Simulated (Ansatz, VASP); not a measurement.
**ZnS in VASP and in Ansatz**

```
CELL_PARAMETERS angstrom
-3.81100 0.00000 0.00000
-1.90550 -3.30042 0.00000
-0.38110 0.00000 12.46800
ATOMIC_POSITIONS crystal
Zn 0.26796 0.33333 0.65375
Zn 0.31796 0.33333 0.15375
Zn 0.57629 0.66667 0.90375
Zn 0.62629 0.66667 0.40375
S 0.24871 0.33333 0.84625
S 0.29871 0.33333 0.34625
S 0.65704 0.66667 0.09625
S 0.60704 0.66667 0.59625
```

Alike in both runs: task single point; functional PBE; k mesh 8 × 8 × 3; occupations gaussian, width 0.05 eV; no spin polarisation.

|  | VASP | Ansatz |
| --- | --- | --- |
| version | VASP 6.6.1 | Ansatz 0.2.0 |
| potentials or method | VASP PAW PBE potentials, release 64 (Zn, S), cutoff 500 eV | scalar-relativistic, plane waves, PAW |
| valence electrons in the cell | 72 | 72 |

|  | VASP | Ansatz | Ansatz less VASP |
| --- | --- | --- | --- |
| gap on the k mesh at the Fermi level (eV) | 2.17 | 2.16 | -0.005 |
| least direct gap on the mesh (eV) | 2.17 | 2.16 | -0.005 |
| pressure (GPa) | 2.4 | 2.3 | -0.16 |
| traceless stress, the component that is largest in VASP (GPa) | -1.39 | -1.36 | +0.030 |
| rms of the force components (eV/Å) | 0.201 | 0.199 | -0.0017 |

Atom by atom the forces differ by 0.002 eV/Å (rms over components). The functional is the same, so the differences come from potentials, cutoffs and numerics.
